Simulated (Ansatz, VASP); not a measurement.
## Pt: VASP beside Ansatz

```xyz
1
Lattice="0.0000 1.9851 1.9851 1.9851 0.0000 1.9851 1.9851 1.9851 0.0000" Properties=species:S:1:pos:R:3 pbc="T T T"
Pt    0.0000    0.0000    0.0000
```

Alike in both runs: functional PBE; k mesh 17 × 17 × 17; occupations fermi-dirac, width 0.05 eV; no spin polarisation.

Ansatz relaxed the structure, and its values are those at the end. VASP's run is a single point on that final structure, the one shown.

```csv
,VASP,Ansatz
version,VASP 6.6.1,Ansatz 0.2.0
potentials or method,"VASP PAW PBE potentials, release 64 (Pt)","PAW with Ansatz's default frozen-core files, scalar-relativistic"
plane-wave cutoff (eV),520,420
valence electrons in the cell,10,18
```

```csv
,VASP,Ansatz,Ansatz less VASP
pressure (GPa),-0.5,0.0,+0.48
```

VASP's potentials hold 10 valence electrons a cell and Ansatz's 18, so a difference there can come from the potentials and not from the codes.

Spin-orbit coupling is off throughout.
